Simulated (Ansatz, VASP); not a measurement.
**One calculation of C, two programs**

Contents of INCAR:

```
  ALGO = Normal
  EDIFF = 1E-6
  ENCUT = 520
  GGA = CA
  ISIF = 2
  ISMEAR = 0
  LASPH = T
  LCHARG = F
  LREAL = F
  LWAVE = F
  NBANDS = 26
  NELM = 100
  PREC = Accurate
  SIGMA = 0.05
```

The input KPOINTS:

```
k-points
0
Gamma
  12 12 4
```

File POSCAR:

```
C
1.0
    2.4314921993      0.0000000000      0.0000000000
   -1.2157460996      2.1057340137      0.0000000000
    0.0000000000      0.0000000000      8.5978723127
C
8
Direct
    0.0000000000      0.0000000000      0.0958582779
    0.0000000000      0.0000000000      0.5958582779
    0.0000000000      0.0000000000      0.4041417221
    0.0000000000      0.0000000000      0.9041417221
    0.3333333333      0.6666666667      0.1532727096
    0.6666666667      0.3333333333      0.6532727096
    0.3333333333      0.6666666667      0.3467272904
    0.6666666667      0.3333333333      0.8467272904
```

Input for Ansatz:

```yaml
crystal:
  lattice:
    - [2.4314921993, 0.0, 0.0]
    - [-1.2157460996, 2.1057340137, 0.0]
    - [0.0, 0.0, 8.5978723127]
  atoms:
    - { symbol: C, position: [0.0, 0.0, 0.0958582779] }
    - { symbol: C, position: [0.0, 0.0, 0.5958582779] }
    - { symbol: C, position: [0.0, 0.0, 0.4041417221] }
    - { symbol: C, position: [0.0, 0.0, 0.9041417221] }
    - { symbol: C, position: [0.3333333333, 0.6666666667, 0.1532727096] }
    - { symbol: C, position: [0.6666666667, 0.3333333333, 0.6532727096] }
    - { symbol: C, position: [0.3333333333, 0.6666666667, 0.3467272904] }
    - { symbol: C, position: [0.6666666667, 0.3333333333, 0.8467272904] }
basis:
  ecutwfc: 520.0
kpoints:
  mp_grid: { grid: [12, 12, 4] }
hamiltonian:
  xc: lda
  pseudopotentials: { kind: paw, azcp: { folder: soft_1 } }
scf:
  occupations: { method: gaussian, width: 0.05 }
output:
  forces: true
  stress: true
  eigenvalues: true
```

Change from the starting cell: mode 21 frozen in at +0.024 Å, strain +e along z and -e/2 along x and y +0.0467.

Alike in both runs: task single point; functional LDA; k mesh 12 × 12 × 4; occupations gaussian, width 0.05 eV; no spin polarisation.

```csv
,VASP,Ansatz
version,VASP 6.6.1,Ansatz 0.2.0
potentials or method,"VASP PAW LDA potentials, release 64 (C), cutoff 520 eV","scalar-relativistic, plane waves, PAW"
valence electrons in the cell,32,32
```

```csv
,VASP,Ansatz,Ansatz less VASP
gap on the k mesh at the Fermi level (eV),2.61,2.61,-0.003
least direct gap on the mesh (eV),2.61,2.61,-0.003
pressure (GPa),8.7,7.0,-1.73
"traceless stress, the component that is largest in VASP (GPa)",-53.68,-53.21,+0.471
rms of the force components (eV/Å),0.738,0.719,-0.0188
```

Ansatz warns that its potentials were made for another functional, while VASP's fit it. LDA's correlation is that of Perdew and Zunger in VASP and of Perdew and Wang (1992) in Ansatz. Atom by atom the forces differ by 0.019 eV/Å (rms over components).
